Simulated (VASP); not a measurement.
A run of VASP 6.6.1 is set up as follows.

The input INCAR:

```
PREC = Accurate
ENCUT = 520
EDIFF = 1E-7
ISMEAR = 0
SIGMA = 0.15
LREAL = F
LASPH = T
NELM = 100
ALGO = Fast
ISIF = 2
LWAVE = F
LCHARG = F
GGA = PS
NBANDS = 18
```

The input KPOINTS:

```
Automatic mesh
0
Gamma
  24 24 12
```

Contents of POSCAR:

```
Cu
1.0
    2.3514529714      0.0000000000      0.0000000000
   -1.1757264857      2.0364180090      0.0000000000
    0.0000000000      0.0000000000      4.1616014687
Cu
2
Direct
    0.3333333333      0.6666666667      0.2500000000
    0.6666666667      0.3333333333      0.7500000000
```

Potentials or basis: VASP PAW PBE potentials, release 64 (Cu).

Launch:

```console
$ cat potpaw_PBE.64/Cu/POTCAR > POTCAR
$ mpirun -np 1 vasp_std > vasp.out
```

(1) Estimate the pressure.

(2) What does it give for the band gap on the k mesh?

Answers

(1) 33.4 GPa.

(2) zero (bands 11 and 12 overlap by 7.15 eV).

Caveat: the stress differs along the axes, from 16 to 42 GPa; the PAW data sets were made with another functional, which shifts forces and pressure a little.
